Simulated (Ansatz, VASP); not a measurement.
**One calculation of LiMo16, two programs**

```
CELL_PARAMETERS angstrom
6.30000 0.00000 0.00000
0.00000 6.30000 0.00000
0.00000 0.00000 6.30000
ATOMIC_POSITIONS crystal
Mo 0.99299 0.00068 0.99947
Mo 0.49423 0.00050 0.99225
Mo 0.99329 0.49929 0.99231
Mo 0.94673 0.04718 0.54385
Mo 0.24325 0.24305 0.24425
Mo 0.50474 0.48875 0.98253
Mo 0.48556 0.99924 0.49327
Mo 0.74263 0.25091 0.24398
Mo 0.99440 0.50853 0.49298
Mo 0.29313 0.70060 0.19736
Mo 0.24415 0.25253 0.74516
Mo 0.49562 0.49789 0.49467
Mo 0.75003 0.75005 0.24380
Mo 0.73241 0.26118 0.75456
Mo 0.24243 0.75134 0.73574
Mo 0.74127 0.74947 0.74522
Li 0.11349 0.87931 0.35929
```

Alike in both runs: functional PBE; k mesh 2 × 2 × 2; occupations fermi-dirac, width 0.1 eV; no spin polarisation.

Ansatz relaxed the structure, and its values are those at the end. VASP's run is a single point on that final structure, the one shown.

|  | VASP | Ansatz |
| --- | --- | --- |
| version | VASP 6.6.1 | Ansatz 0.2.0 |
| potentials or method | VASP PAW PBE potentials, release 64 (Mo_sv, Li_sv), cutoff 520 eV | scalar-relativistic, plane waves, PAW |
| valence electrons in the cell | 227 | 227 |

Ansatz gave:

| Property | Result |
| --- | --- |
| rms of the force components (eV/Å) | 0.024 |

**Question.** Estimate VASP's values.

**Answer.** rms of the force components (eV/Å): 0.027.

The k mesh is coarse, so the values compare programs but aren't converged. Noted on VASP's run: the cutoff is short for stress, so the pressure is rough.
